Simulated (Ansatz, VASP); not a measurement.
## WS2 in VASP and in Ansatz

```
W S
1.0
     1.58589    0.91561    6.23747
    -1.58589    0.91561    6.23747
     0.00000   -1.83122    6.23747
W S
1 2
Cartesian
  0.0000 0.0000 -0.0002
  0.0000 0.0000 7.7993
  0.0000 0.0000 4.6759
```

Alike in both runs: task single point; functional PBE; k mesh 8 × 8 × 8; no spin polarisation.

|  | VASP | Ansatz |
| --- | --- | --- |
| version | VASP 6.6.1 | Ansatz 0.2.0 |
| potentials or method | VASP PAW PBE potentials, release 64 (W_sv, S) | plane waves, PAW |
| plane-wave cutoff (eV) | 520 | 420 |
| occupations | gaussian, width 0.01 eV | fixed |
| valence electrons in the cell | 26 | 26 |

|  | VASP | Ansatz | Ansatz less VASP |
| --- | --- | --- | --- |
| gap on the k mesh at the Fermi level (eV) | 1.24 | 1.22 | -0.016 |

Neither program's run includes spin-orbit coupling.
